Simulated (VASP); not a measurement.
Set up this calculation in VASP 6.6.1, as the native input.

* Task: single point
* Functional: LDA
* Potentials or basis: VASP PAW LDA potentials, release 64 (As_d)
* Cutoff: 510 eV
* k mesh: 6 × 6 × 6
* Occupations: gaussian, width 0.1 eV
* Spin: no spin polarisation
* Dipole correction: no
* Further INCAR settings: ALGO = Normal; EDIFF = 1e-06; NBANDS = 22

The structure of As lies in POSCAR:

```
As
1.0
    1.8797494575      1.0852738553      3.4857700000
   -1.8797494575      1.0852738553      3.4857700000
    0.0000000000     -2.1705477106      3.4857700000
As
2
Direct
    0.2275400000      0.2275400000      0.2275400000
    0.7724600000      0.7724600000      0.7724600000
```

These files were run (other wordings do the same):

INCAR

```
SYSTEM = As
PREC     = Accurate       ! precision mode
ENCUT    = 510            ! plane-wave cutoff, eV
EDIFF    = 1E-6           ! SCF threshold, eV
ISMEAR   = 0              ! smearing method
SIGMA    = 0.1            ! smearing width, eV
LREAL    = .FALSE.        ! projectors in reciprocal space
LASPH    = .TRUE.         ! aspherical terms in the spheres
NELM     = 120            ! most SCF steps
ALGO     = Normal         ! electronic algorithm
ISIF     = 2              ! what is computed and relaxed
LWAVE    = .FALSE.        ! write WAVECAR
LCHARG   = .FALSE.        ! write CHGCAR
NBANDS   = 22             ! bands
GGA_COMPAT= .FALSE.
```

KPOINTS

```
Automatic mesh
0
G
  6 6 6
  0 0 0
```

Potentials or basis: VASP PAW LDA potentials, release 64 (As_d).

Launch:

```console
$ cat potpaw_LDA.64/As_d/POTCAR > POTCAR
$ mpirun -np 1 vasp_std > vasp.out
```

It gave:

* Pressure: -1.4 GPa
* Largest force: 0.012 eV/Å
* Band gap on the k mesh: zero (bands 15 and 16 overlap by 0.35 eV)

It took 19 s on 1 thread of Intel(R) Xeon(R) Platinum 8259CL CPU @ 2.50GHz (Skylake/Cascade Lake), with other jobs on the host, peak memory 0.15 GiB.
